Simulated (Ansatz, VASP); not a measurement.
MgCd3O4 in VASP and in Ansatz

```
Mg Cd O
1.0
     3.30017   -4.66780    0.00000
     3.30017    4.66780    0.00000
     0.00000    0.00000    3.28626
Mg Cd O
1 3 4
Direct
  0.50000 0.50000 0.50000
  0.00000 0.50000 0.00000
  0.00000 0.00000 0.50000
  0.50000 0.00000 0.00000
  0.73162 0.73162 0.00000
  0.73593 0.26407 0.50000
  0.26407 0.73593 0.50000
  0.26838 0.26838 0.00000
```

Alike in both runs: functional PBE; k mesh 8 × 8 × 12; occupations gaussian, width 0.1 eV; no spin polarisation.

Ansatz relaxed the structure, and its values are those at the end. VASP's run is a single point on that final structure, the one shown.

|  | VASP | Ansatz |
| --- | --- | --- |
| version | VASP 6.6.1 | Ansatz 0.2.0 |
| potentials or method | VASP PAW PBE potentials, release 64 (Mg, Cd, O), cutoff 520 eV | scalar-relativistic, plane waves, PAW |
| valence electrons in the cell | 62 | 94 |

Ansatz gave:

| Property | Result |
| --- | --- |
| gap on the k mesh at the Fermi level (eV) | none |
| pressure (GPa) | 0.0 |
| rms of the force components (eV/Å) | 0.000 |

Q: Estimate VASP's values.

A: gap on the k mesh at the Fermi level (eV): none; pressure (GPa): 0.9; rms of the force components (eV/Å): 0.027.

A gap of «none» marks a metal or a gap that the smearing closes. VASP's potentials hold 62 valence electrons a cell and Ansatz's 94, so a difference there can come from the potentials and not from the codes.
